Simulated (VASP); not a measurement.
# LiF (P6_3/mmc) in VASP: further runs, part 2 of 2

VASP 6.6.1.

**4. Single point, r2SCAN (volume changed by -6%)**

POSCAR

```
LiF
1.0
    3.2131207012      0.0000000000      0.0000000000
   -1.6065603506      2.7826441527      0.0000000000
    0.0000000000      0.0000000000      3.9179485049
Li F
2 2
Direct
    0.3333333333      0.6666666667      0.2500000000
    0.6666666667      0.3333333333      0.7500000000
    0.6666666667      0.3333333333      0.2500000000
    0.3333333333      0.6666666667      0.7500000000
```

INCAR.step1

```
SYSTEM = LiF
  ALGO = Normal
  EDIFF = 1E-4
  ENCUT = 520
  GGA = PE
  ISMEAR = 0
  LASPH = .True.
  LCHARG = .False.
  LREAL = .False.
  LWAVE = .True.
  NBANDS = 18
  NELM = 100
  PREC = Accurate
  SIGMA = 0.01
```

INCAR.step2

```
SYSTEM = LiF
  ALGO = Normal
  EDIFF = 1E-6
  ENCUT = 520
  ISIF = 2
  ISMEAR = 0
  ISTART = 1
  LASPH = .True.
  LCHARG = .False.
  LMIXTAU = .True.
  LREAL = .False.
  LWAVE = .False.
  METAGGA = R2SCAN
  NBANDS = 18
  NELM = 100
  PREC = Accurate
  SIGMA = 0.01
```

KPOINTS

```
k-points
0
Gamma
  9 9 6
  0 0 0
```

Potentials or basis: VASP PAW PBE potentials, release 64 (Li_sv, F).

Launch:

```console
> cat potpaw_PBE.64/Li_sv/POTCAR potpaw_PBE.64/F/POTCAR > POTCAR
> cp INCAR.step1 INCAR
> mpirun -np 1 vasp_std > vasp.out
> cp INCAR.step2 INCAR
> mpirun -np 1 vasp_std > vasp.out
```

OUTCAR:

```text
SYSTEM = LiF
   EDIFF = 1E-6
   ENCUT = 520
   ISIF = 2
   ISMEAR = 0
   ISTART = 1
   LASPH = .True.
   LREAL = .False.
   METAGGA = R2SCAN
   NELM = 100
   PREC = Accurate

 ion  position               nearest neighbor table
   1  0.333  0.667  0.250-   3 1.86   3 1.86   3 1.86   4 1.96   4 1.96
   2  0.667  0.333  0.750-   4 1.86   4 1.86   4 1.86   3 1.96   3 1.96
   3  0.667  0.333  0.250-   1 1.86   1 1.86   1 1.86   2 1.96   2 1.96
   4  0.333  0.667  0.750-   2 1.86   2 1.86   2 1.86   1 1.96   1 1.96

  LATTYP: Found a hexagonal cell.
 ALAT       =     3.2131207012
[... 699 lines left out ...]

 [... further k-points ...]
[... 5 lines left out ...]
  --------------------------------------------------------------------------------------
  -------------------------------------------------------------------------------------
  Total        0.9017892      0.9017892      0.8662820      0.0000000      0.0000000      0.0000000
  in kB       41.2450844     41.2450844     39.6210922      0.0000000      0.0000000      0.0000000
  external PRESSURE =      40.7037536 kB  Pullay stress =       0.0000000 kB

 VOLUME and BASIS-vectors are now :
 -----------------------------------------------------------------------------
  energy-cutoff  :      520.00
  volume of cell :       35.03
      direct lattice vectors                 reciprocal lattice vectors
     3.213120701  0.000000000  0.000000000     0.311223914  0.179685210  0.000000000
    -1.606560351  2.782644153  0.000000000     0.000000000  0.359370421  0.000000000
     0.000000000  0.000000000  3.917948505     0.000000000  0.000000000  0.255235616

 POSITION                                       TOTAL-FORCE (eV/Angst)
 -----------------------------------------------------------------------------------
     -0.00000      1.85510      0.97949         0.000000      0.000000      0.000000
      1.60656      0.92755      2.93846        -0.000000     -0.000000      0.000000
      1.60656      0.92755      0.97949        -0.000000      0.000000      0.000000
     -0.00000      1.85510      2.93846         0.000000     -0.000000      0.000000
 -----------------------------------------------------------------------------------
    total drift:                                0.000000     -0.000000      0.000000

  FREE ENERGIE OF THE ION-ELECTRON SYSTEM (eV)
  ---------------------------------------------------
  free  energy   TOTEN  =       -23.6694656196 eV

  energy  without entropy=      -23.6694656196  energy(sigma->0) =      -23.66946562
```

OUTCAR.step1:

```text
SYSTEM = LiF
   EDIFF = 1E-4
   ENCUT = 520
   GGA = PE
   ISMEAR = 0
   LASPH = .True.
   LREAL = .False.
   NELM = 100
[... 734 lines left out ...]
      1.60656      0.92755      2.93846         0.000000     -0.000000      0.000000
      1.60656      0.92755      0.97949        -0.000000      0.000000      0.000000
     -0.00000      1.85510      2.93846        -0.000000     -0.000000      0.000000
 -----------------------------------------------------------------------------------
    total drift:                                0.000000     -0.000000      0.000000

  FREE ENERGIE OF THE ION-ELECTRON SYSTEM (eV)
  ---------------------------------------------------
  free  energy   TOTEN  =       -19.1804845245 eV

  energy  without entropy=      -19.1804845245  energy(sigma->0) =      -19.18048452
```

OSZICAR.step1:

```text
N       E                     dE             d eps       ncg     rms          rms(c)
DAV:   1     0.123601712340E+03    0.12360E+03   -0.11044E+04  1728   0.123E+03
DAV:   2    -0.104139245476E+02   -0.13402E+03   -0.13081E+03  2030   0.310E+02
DAV:   3    -0.204689918479E+02   -0.10055E+02   -0.99918E+01  3136   0.632E+01
DAV:   4    -0.205687123490E+02   -0.99721E-01   -0.99592E-01  2158   0.773E+00
DAV:   5    -0.205699894102E+02   -0.12771E-02   -0.12766E-02  2118   0.704E-01    0.717E+00
DAV:   6    -0.191431845070E+02    0.14268E+01   -0.35684E+00  1814   0.147E+01    0.212E+00
DAV:   7    -0.191536273576E+02   -0.10443E-01   -0.93980E-02  2112   0.229E+00    0.141E+00
DAV:   8    -0.191803960146E+02   -0.26769E-01   -0.48516E-02  1902   0.214E+00    0.331E-01
DAV:   9    -0.191796351263E+02    0.76089E-03   -0.42221E-03  2322   0.592E-01    0.997E-02
DAV:  10    -0.191805096648E+02   -0.87454E-03   -0.13241E-03  1810   0.253E-01    0.551E-02
DAV:  11    -0.191804845245E+02    0.25140E-04   -0.63853E-05  1722   0.733E-02
   1 F= -.19180485E+02 E0= -.19180485E+02  d E =-.939039E-71
```

It took 80 s on 1 thread of Intel Xeon 6975P-C, shared host; peak memory 0.16 GiB.

Results:

```yaml
Free_energy: -23.6695 eV
Band_gap_on_the_k_mesh: 8.98 eV, direct
```

Levels at points of the mesh, in eV from the valence-band top:
```csv
k point,band 6,band 7,band 8,band 9,band 10,band 11,band 12,band 13,band 14,band 15
"(0.00, 0.00, 0.00)",-1.40,-1.40,-0.54,-0.54,0.00,8.98,16.43,18.23,18.29,18.29
"(0.00, 0.00, 0.50)",-1.45,-0.97,-0.97,-0.97,-0.97,11.60,11.60,18.58,18.58,18.58
```

Caveat: the cell differs from its parent crystal (volume changed by -6%); the cutoff is under 1.25 times the usual one of these potentials, so pressure, stress and relaxed cells hold a basis-set (Pulay) error; the PAW data sets were made with another functional, which shifts forces and pressure a little. A k mesh can miss the band edges.

**5. Single point, r2SCAN (volume changed by -3%)**

POSCAR

```
LiF
1.0
    3.2469455101      0.0000000000      0.0000000000
   -1.6234727550      2.8119372964      0.0000000000
    0.0000000000      0.0000000000      3.9591930991
Li F
2 2
Direct
    0.3333333333      0.6666666667      0.2500000000
    0.6666666667      0.3333333333      0.7500000000
    0.6666666667      0.3333333333      0.2500000000
    0.3333333333      0.6666666667      0.7500000000
```

INCAR.step1

```
SYSTEM = LiF
PREC = Accurate ; ENCUT = 520
ISMEAR = 0 ; SIGMA = 0.01
LREAL = .FALSE. ; LASPH = .TRUE.
NELM = 80 ; NBANDS = 18
GGA = PE ; ALGO = Normal
EDIFF = 1E-4 ; LWAVE = .TRUE.
LCHARG = .FALSE.
```

INCAR.step2

```
SYSTEM = LiF
PREC = Accurate ; ENCUT = 520
EDIFF = 1E-6 ; ISMEAR = 0
SIGMA = 0.01 ; LREAL = .FALSE.
LASPH = .TRUE. ; NELM = 80
ALGO = Normal ; ISIF = 2
LWAVE = .FALSE. ; LCHARG = .FALSE.
METAGGA = R2SCAN ; LMIXTAU = .TRUE.
NBANDS = 18 ; ISTART = 1
```

KPOINTS

```
Automatic mesh
0
G
  9 9 6
  0 0 0
```

Launch:

```console
> cat potpaw_PBE.64/Li_sv/POTCAR potpaw_PBE.64/F/POTCAR > POTCAR
> cp INCAR.step1 INCAR
> mpirun -np 1 vasp_std > vasp.out
> cp INCAR.step2 INCAR
> mpirun -np 1 vasp_std > vasp.out
```

Run time: 61 s. Hardware: 1 thread of Intel Xeon 6975P-C, shared host; peak memory 0.16 GiB.

It converged, with:

```
Free energy            : -23.6929 eV
Band gap on the k mesh : 8.81 eV, direct
```

Levels at points of the mesh, in eV from the valence-band top:
| k point | band 6 | band 7 | band 8 | band 9 | band 10 | band 11 | band 12 | band 13 | band 14 | band 15 |
| --- | --- | --- | --- | --- | --- | --- | --- | --- | --- | --- |
| (0.00, 0.00, 0.00) | -1.34 | -1.34 | -0.52 | -0.52 | 0.00 | 8.81 | 16.14 | 17.94 | 18.09 | 18.09 |
| (0.00, 0.00, 0.50) | -1.40 | -0.92 | -0.92 | -0.92 | -0.92 | 11.39 | 11.39 | 18.38 | 18.38 | 18.38 |

Caveat: the cell differs from its parent crystal (volume changed by -3%); the cutoff is under 1.25 times the usual one of these potentials, so pressure, stress and relaxed cells hold a basis-set (Pulay) error; the PAW data sets were made with another functional, which shifts forces and pressure a little.

**6. Single point, PBE**

This run uses another cell than the first one, of 9.32 Å³/atom, 0.920 times its volume.

INCAR

```
  ALGO = Normal
  EDIFF = 1E-6
  ENCUT = 520
  GGA = PE
  ISIF = 2
  ISMEAR = 0
  LASPH = True
  LCHARG = False
  LREAL = False
  LWAVE = False
  NBANDS = 18
  NELM = 100
  PREC = Accurate
  SIGMA = 0.01
```

KPOINTS

```
k-points
0
Gamma
  12 12 6
```

POSCAR

```
LiF
1.0
    3.2800798956      0.0000000000      0.0000000000
   -1.6400399478      2.8406325161      0.0000000000
    0.0000000000      0.0000000000      3.9995958192
Li F
2 2
Direct
    0.3333333333      0.6666666667      0.2500000000
    0.6666666667      0.3333333333      0.7500000000
    0.6666666667      0.3333333333      0.2500000000
    0.3333333333      0.6666666667      0.7500000000
```

Potentials or basis: VASP PAW PBE potentials, release 64 (Li_sv, F).

Launch:

```console
> cat potpaw_PBE.64/Li_sv/POTCAR potpaw_PBE.64/F/POTCAR > POTCAR
> mpirun -np 1 vasp_std > vasp.out
```

Run time: 25 s. Hardware: 1 thread of Intel Xeon 6975P-C, shared host; peak memory 0.17 GiB.

The run converged. Its results:

| Item | Value |
| --- | --- |
| Free energy | -19.2622 eV |
| Band gap on the k mesh | 7.82 eV, direct |

Levels at points of the mesh, in eV from the valence-band top:
```
           k point  band 7  band 8  band 9  band 10  band 11  band 12  band 13  band 14
(0.00, 0.00, 0.00)   -1.27   -0.48   -0.48     0.00     7.82    14.80    16.41    16.68
(0.50, 0.00, 0.00)   -1.81   -1.03   -0.90    -0.48    10.47    13.61    15.18    17.24
(0.00, 0.00, 0.50)   -0.87   -0.87   -0.87    -0.87    10.33    10.33    16.88    16.88
(0.50, 0.00, 0.50)   -1.19   -1.19   -0.40    -0.40    11.00    11.00    15.75    15.75
```

Caveat: the cutoff is under 1.25 times the usual one of these potentials, so pressure, stress and relaxed cells hold a basis-set (Pulay) error. A k mesh can miss the band edges.

**7. The runs side by side**

| level | cell | k mesh | gap on the mesh (eV) |
| --- | --- | --- | --- |
| PBE | a = 3.362, b = 3.362, c = 4.136 Å, angles 90.0, 90.0, 120.0°, 4 atoms | 9 × 9 × 6 | 7.38 |
| PBE | a = 3.395, b = 3.395, c = 4.176 Å, angles 90.0, 90.0, 120.0°, 4 atoms | 9 × 9 × 6 | 7.24 |
| r2SCAN | a = 3.213, b = 3.213, c = 3.918 Å, angles 90.0, 90.0, 120.0°, 4 atoms | 9 × 9 × 6 | 8.98 |
| r2SCAN | a = 3.247, b = 3.247, c = 3.959 Å, angles 90.0, 90.0, 120.0°, 4 atoms | 9 × 9 × 6 | 8.81 |
| PBE | a = 3.280, b = 3.280, c = 4.000 Å, angles 90.0, 90.0, 120.0°, 4 atoms | 12 × 12 × 6 | 7.82 |

Alike in all rows: task single point; potentials or basis VASP PAW PBE potentials, release 64 (Li_sv, F); no spin polarisation; cutoff (eV) 520; smearing gaussian 0.01 eV.

Caveats: the cutoff is under 1.25 times the usual one of these potentials, so pressure, stress and relaxed cells hold a basis-set (Pulay) error; the PAW data sets were made with another functional, which shifts forces and pressure a little (some runs).

Total energies depend on the potentials used, so only differences within one code and one set of settings carry meaning.
